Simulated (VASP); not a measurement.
# H17ClO8 in VASP: a series of runs

The runs below take H17ClO8 through single point, with PBE+D3(BJ).

Program: VASP 6.6.1. These are calculated values, not measurements. Logs are shortened: lines on timing, memory, paths and dates and some standing lists are left out, and cuts for length are marked.

## Step 1: The cell of the first run

The cell holds a disordered packing, 26 atoms: a = 6.398 Å, b = 6.398 Å, c = 6.398 Å, α = 90.00°, β = 90.00°, γ = 90.00°.

## Step 2: Single point, PBE+D3(BJ)

File INCAR:

```
  PREC = Accurate
  ENCUT = 520
  EDIFF = 1E-6
  ISMEAR = -1
  SIGMA = 0.02
  LREAL = F
  LASPH = T
  NELM = 120
  ALGO = Normal
  ISIF = 2
  LWAVE = F
  LCHARG = F
  GGA = PE
  IVDW = 12
  NBANDS = 55
  GGA_COMPAT = F
```

File KPOINTS:

```
Automatic mesh
0
Gamma
  1 1 1
```

File POSCAR:

```
H17ClO8
1.0
    6.3980140000      0.0000000000      0.0000000000
    0.0000000000      6.3980140000      0.0000000000
    0.0000000000      0.0000000000      6.3980140000
O H Cl
8 17 1
Direct
    0.1813844108      0.8939023891      0.4927310256
    0.8067972343     -0.0113160115      0.6157535760
    0.5533279546      0.7454813322      0.8808670941
    0.7241153270      0.4792737246      0.1854012823
    0.5756786403     -0.0104407399      0.2510622828
    0.4058446887      0.5034999923      0.4601584179
    0.1461547286      0.2306965880      0.2711622700
   -0.0879647966      0.4454507289      0.7270068493
    0.1582522326      1.0319608554      0.3821654657
    0.2917624125      0.7909016767      0.4655819759
    0.7182853929     -0.0118005369      0.4939188942
    0.7797888532      0.1261485205      0.6744436633
    0.4662696893      0.8757092435      0.8609546650
    0.6828837824      0.7834149785      0.8027178434
    0.7296951835      0.5548753097      0.0493746966
    0.8689727781      0.4432156604      0.2149104394
    0.6074853853     -0.1044073989      0.1320409740
    0.6274759636      0.1201153983      0.1950761596
    0.5290235376      0.5142533292      0.3529376460
    0.4565479225      0.4309774877      0.5851815892
    0.2469828919      0.3291802738      0.3246632471
    0.2085803501      0.1834006615      0.1369487469
   -0.0820410834      0.5810865684      0.6619241533
    0.0585025291      0.3906055848      0.7376820370
    0.2192555377     -0.0219755693      0.6244750324
    0.2860418874      0.1468111823      0.8431991552
```

Potentials or basis: VASP PAW PBE potentials, release 64 (O, H, Cl).

Command:

```bash
cat potpaw_PBE.64/O/POTCAR potpaw_PBE.64/H/POTCAR potpaw_PBE.64/Cl/POTCAR > POTCAR
mpirun -np 1 vasp_gam > vasp.out
```

OUTCAR:

```text
PREC = Accurate
   ENCUT = 520
   EDIFF = 1E-6
   ISMEAR = -1
   LREAL = F
   LASPH = T
   NELM = 120
   ISIF = 2
   GGA = PE
   IVDW = 12
 IVDW          = 12

 ion  position               nearest neighbor table
   1  0.181  0.894  0.493-  10 0.98  25 1.03   9 1.14
   2  0.807  0.989  0.616-  11 0.96  12 0.97
   3  0.553  0.745  0.881-  14 1.00  13 1.01
   4  0.724  0.479  0.185-  16 0.97  15 1.00
   5  0.576  0.990  0.251-  18 0.97  17 0.99
   6  0.406  0.503  0.460-  20 0.98  19 1.05
   7  0.146  0.231  0.271-  21 0.96  22 0.99
   8  0.912  0.445  0.727-  23 0.96  24 1.00
   9  0.158  0.032  0.382-   1 1.14
  10  0.292  0.791  0.466-   1 0.98
  11  0.718  0.988  0.494-   2 0.96
  12  0.780  0.126  0.674-   2 0.97
  13  0.466  0.876  0.861-   3 1.01
  14  0.683  0.783  0.803-   3 1.00
[... 9 lines left out ...]
  24  0.059  0.391  0.738-   8 1.00
  25  0.219  0.978  0.624-   1 1.03
  26  0.286  0.147  0.843-

  LATTYP: Found a simple cubic cell.
 ALAT       =     6.3980140000

  Lattice vectors:

 A1 = (   6.3980140000,   0.0000000000,   0.0000000000)
 A2 = (   0.0000000000,   6.3980140000,   0.0000000000)
 A3 = (   0.0000000000,   0.0000000000,   6.3980140000)

Analysis of symmetry for initial positions (statically):
=====================================================================
 Subroutine PRICEL returns:
 Original cell was already a primitive cell.

 Routine SETGRP: Setting up the symmetry group for a
 simple cubic supercell.

 Subroutine GETGRP returns: Found  1 space group operations
 (whereof  1 operations were pure point group operations)
 out of a pool of 48 trial point group operations.

The static configuration has the point symmetry C_1 .

Analysis of symmetry for dynamics (positions and initial velocities):
=====================================================================
 Subroutine PRICEL returns:
 Original cell was already a primitive cell.

 Routine SETGRP: Setting up the symmetry group for a
 simple cubic supercell.

 Subroutine GETGRP returns: Found  1 space group operations
 (whereof  1 operations were pure point group operations)
 out of a pool of 48 trial point group operations.

The dynamic configuration has the point symmetry C_1 .

 Subroutine INISYM returns: Found  1 space group operations
 (whereof  1 operations are pure point group operations),
 and found     1 'primitive' translations

----------------------------------------------------------------------------------------

                                     Primitive cell

  volume of cell :     261.9000

  direct lattice vectors                    reciprocal lattice vectors
     6.398014000  0.000000000  0.000000000     0.156298501  0.000000000  0.000000000
     0.000000000  6.398014000  0.000000000     0.000000000  0.156298501  0.000000000
     0.000000000  0.000000000  6.398014000     0.000000000  0.000000000  0.156298501

  length of vectors
     6.398014000  6.398014000  6.398014000     0.156298501  0.156298501  0.156298501

  position of ions in fractional coordinates (direct lattice)
     0.181384411  0.893902389  0.492731026
     0.806797234  0.988683988  0.615753576
     0.553327955  0.745481332  0.880867094
     0.724115327  0.479273725  0.185401282
     0.575678640  0.989559260  0.251062283
     0.405844689  0.503499992  0.460158418
[... 18 lines left out ...]
     0.219255538  0.978024431  0.624475032
     0.286041887  0.146811182  0.843199155

  ion indices of the primitive-cell ions
   primitive index   ion index
                 1           1
                 2           2
                 3           3
                 4           4
                 5           5
                 6           6
[... 18 lines left out ...]
                25          25
                26          26

----------------------------------------------------------------------------------------

 KPOINTS: Automatic mesh

Automatic generation of k-mesh.
 Grid dimensions read from file:
 generate k-points for:    1    1    1

 Generating k-lattice:

  Cartesian coordinates                     Fractional coordinates (reciprocal lattice)
     0.156298501  0.000000000  0.000000000     1.000000000  0.000000000  0.000000000
     0.000000000  0.156298501  0.000000000     0.000000000  1.000000000  0.000000000
     0.000000000  0.000000000  0.156298501     0.000000000  0.000000000  1.000000000

  Length of vectors
     0.156298501  0.156298501  0.156298501

  Shift w.r.t. Gamma in fractional coordinates (k-lattice)
     0.000000000  0.000000000  0.000000000

 Subroutine IBZKPT returns following result:
 ===========================================

 Found      1 irreducible k-points:

 Following reciprocal coordinates:
            Coordinates               Weight
  0.000000  0.000000  0.000000      1.000000
   k-points           NKPTS =      1   k-points in BZ     NKDIM =      1   number of bands    NBANDS=     55
[... 6 lines left out ...]
   NGXF,Y,Z  is equivalent  to a cutoff of  24.94, 24.94, 24.94 a.u.
 SYSTEM =  unknown system
   PREC   = accura    normal or accurate (medium, high low for compatibility)
   ISTART =      0    job   : 0-new  1-cont  2-samecut
   ICHARG =      2    charge: 1-file 2-atom 10-const
   ISPIN  =      1    spin polarized calculation?
   LNONCOLLINEAR =      F non collinear calculations
   LSORBIT =      F    spin-orbit coupling
   LASPH  =      T    aspherical Exc in radial PAW
   ENCUT  =  520.0 eV  38.22 Ry    6.18 a.u.  11.90 11.90 11.90*2*pi/ulx,y,z
   NELM   =    120;   NELMIN=  2; NELMDL= -5     # of ELM steps
   EDIFF  = 0.1E-05   stopping-criterion for ELM
   LREAL  =      F    real-space projection
   EDIFFG = 0.1E-04   stopping-criterion for IOM
   NSW    =      0    number of steps for IOM
   IBRION =     -1    ionic relax: 0-MD 1-quasi-New 2-CG
   NFREE  =      0    steps in history (QN), initial steepest desc. (CG)
   ISIF   =      2    stress and relaxation
   ISYM   =      2    0-nonsym 1-usesym 2-fastsym
   POTIM  = 0.5000    time-step for ionic-motion
   TEBEG  =    0.0;   TEEND  =   0.0 temperature during run
   PSTRESS=    0.0 pullay stress
   NELECT =      72.0000    total number of electrons
   NUPDOWN=      -1.0000    fix difference up-down
   EMIN   =  10.00;   EMAX   =-10.00  energy-range for DOS
   EFERMI =   0.00;   METHOD = LEGACY
   ISMEAR =    -1;   SIGMA  =   0.02  broadening in eV -4-tet -1-fermi 0-gaus
   EFERMI_NEDOS =   21; number of points for ismear=-14 and -15
   IALGO  =     38    algorithm
   IMIX   =      4    mixing-type and parameters
     AMIX     =   0.40;   BMIX     =  1.00
     AMIX_MAG =   1.60;   BMIX_MAG =  1.00
  volume/ion in A,a.u.               =      10.07        67.98
  Fermi-wavevector in a.u.,A,eV,Ry     =   1.064487  2.011589 15.417213  1.133133
  Thomas-Fermi vector in A             =   2.200007
   LORBIT       =      0    0 simple, 1 ext, 2 COOP (PROOUT), +10 PAW based schemes
   GGA     = PE    functional components
   LHFCALC =     F    Hartree Fock is set to
   AEXX    =    0.0000 exact exchange contribution
   IVDW    =    12    specifies the selected vdW correction
   LEPSILON=     F    determine dielectric tensor
   LRPA    =     F    only Hartree local field effects (RPA)
 non-spin polarized calculation
  energy-cutoff  :      520.00
  volume of cell :      261.90
 maximum number of plane-waves:      3538
 NGX is ok and might be reduce to    48
   NGX = 23   NGY = 23   NGZ = 23

 number of electron      71.9999987 magnetization

 Free energy of the ion-electron system (eV)
  ---------------------------------------------------
  ext. energy  EPLUGINS =         0.00000000
  ---------------------------------------------------
  free energy    TOTEN  =      -123.05451918 eV

  energy without entropy =     -123.05451918  energy(sigma->0) =     -123.05451918

 E-fermi :  -2.5197     XC(G=0):  -7.0915

 val. band max:       -3.0195391657   @ k =   0.0000   0.0000   0.0000
 cond. band min:       1.6464525086   @ k =   0.0000   0.0000   0.0000
 fundamental gap:      4.6659916744
 Fermi energy:        -2.5196843473

 k-point     1 :       0.0000    0.0000    0.0000
  band No.  band energies     occupation
      1     -23.2485      2.00000
      2     -22.2081      2.00000
      3     -21.9015      2.00000
      4     -21.7187      2.00000
      5     -21.3967      2.00000
      6     -21.3427      2.00000
[... 40 lines left out ...]
     47       7.0553      0.00000
     48       7.5213      0.00000
 [bands above 48 left out]

------------------------ aborting loop because EDIFF is reached ----------------------------------------

 Edisp (eV)   -1.04870

 E8    (eV) :    -0.2305

  FORCE on cell =-STRESS in cart. coord.  units (eV):
  Direction    XX          YY          ZZ          XY          YZ          ZX
  --------------------------------------------------------------------------------------
  -------------------------------------------------------------------------------------
  Total       0.47480    -2.60976     2.29126     0.98033     3.02290     1.72953
  in kB       2.90460   -15.96526    14.01679     5.99717    18.49265    10.58044
  external pressure =        0.32 kB  Pullay stress =        0.00 kB

 VOLUME and BASIS-vectors are now :
 -----------------------------------------------------------------------------
  energy-cutoff  :      520.00
  volume of cell :      261.90
      direct lattice vectors                 reciprocal lattice vectors
     6.398014000  0.000000000  0.000000000     0.156298501  0.000000000  0.000000000
     0.000000000  6.398014000  0.000000000     0.000000000  0.156298501  0.000000000
     0.000000000  0.000000000  6.398014000     0.000000000  0.000000000  0.156298501

 POSITION                                       TOTAL-FORCE (eV/Angst)
 -----------------------------------------------------------------------------------
      1.16050      5.71920      3.15250        -0.473210      0.948379     -0.736557
      5.16190      6.32561      3.93960         0.093366      0.071092      1.048534
      3.54020      4.76960      5.63580         0.383637      0.722793     -0.073856
      4.63290      3.06640      1.18620         0.155046      0.299577     -0.728362
      3.68320      6.33121      1.60630         0.285523     -0.263802     -0.248351
      2.59660      3.22140      2.94410         0.863239      0.374641     -1.260431
[... 18 lines left out ...]
      1.40280      6.25741      3.99540        -0.123438     -0.272194      0.258287
      1.83010      0.93930      5.39480         0.403835      0.207891     -0.167424
 -----------------------------------------------------------------------------------
    total drift:                                0.000920     -0.001668     -0.000338

  FREE ENERGIE OF THE ION-ELECTRON SYSTEM (eV)
  ---------------------------------------------------
  free  energy   TOTEN  =      -124.1032224819 eV

  energy  without entropy=     -124.1032224819  energy(sigma->0) =     -124.10322248
```

It took 23 s on 1 thread of AMD EPYC 7R13 (Zen 3), shared host; peak memory 0.28 GiB.

What came out:

```yaml
Free_energy: -124.1032 eV
Pressure: 0.0 GPa
Largest_force: 2.034 eV/Å
Dispersion_energy_per_atom: -0.040 eV
```

Forces on the atoms (eV/Å):
```
O   -0.473  0.948 -0.737
O    0.093  0.071  1.049
O    0.384  0.723 -0.074
O    0.155  0.300 -0.728
O    0.286 -0.264 -0.248
O    0.863  0.375 -1.260
O   -1.199 -1.615 -0.306
O    0.608 -0.637  0.355
H    0.449 -0.461  0.322
H    0.403 -0.215 -0.309
H   -0.563 -0.310 -1.138
H    0.223  0.240  0.242
H    0.352 -0.727  0.127
H   -0.655  0.244 -0.077
H   -0.442 -0.498  0.666
H    0.174 -0.284  0.220
H   -0.334 -0.316  0.269
H   -0.004  0.733  0.046
H   -0.771 -0.334  1.218
H    0.046  0.235 -0.105
H    0.946  1.017  1.030
H   -0.241  0.132 -0.299
H    0.327  0.319 -0.311
H   -0.908  0.387 -0.043
H   -0.123 -0.272  0.258
Cl   0.404  0.208 -0.167
```

Levels at points of the mesh, in eV from the Fermi level:
```
           k point  band 32  band 33  band 34  band 35  band 36  band 37  band 38  band 39  band 40  band 41
(0.00, 0.00, 0.00)    -1.02    -0.98    -0.90    -0.75    -0.50     4.17     7.30     7.35     7.74     8.10
```

Caveat: the k points lie up to 0.98 Å⁻¹ apart, too coarse for converged energies, forces and pressures.

[end of part 1 of 2]
